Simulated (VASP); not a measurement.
Runs of VASP 6.6.1 on Cu. It takes space group I4/mmm (No. 139, tetragonal). Conventional cell: a = 2.886 Å, b = 2.886 Å, c = 2.752 Å, α = 90.00°, β = 90.00°, γ = 90.00°. Within 3.2 Å of Cu (site symmetry 4/mmm) lie 14 Cu at 2.46 to 2.89 Å. 

| k mesh | gap on the mesh (eV) | pressure (GPa) |
| --- | --- | --- |
| 7 × 7 × 7 | none | 13.5 |
| 5 × 5 × 5 | none | 13.0 |
| 14 × 14 × 14 | none | 13.1 |
| 4 × 4 × 4 | none | 12.6 |
| 11 × 11 × 11 | none | (a) |
| 9 × 9 × 9 | none | (b) |

Alike in all rows: task single point; level RPBE; potentials or basis VASP PAW PBE potentials, release 64 (Cu); no spin polarisation; cell as given; cutoff (eV) 600; smearing methfessel-paxton 0.2 eV.

Task: Estimate the missing entries.

Result: (a) 13.3; (b) 13.4.

Caveats: some runs use coarse meshes; the PAW data sets were made with another functional, which shifts forces and pressure a little.

A gap of «none» marks levels without a gap at the run's occupations.
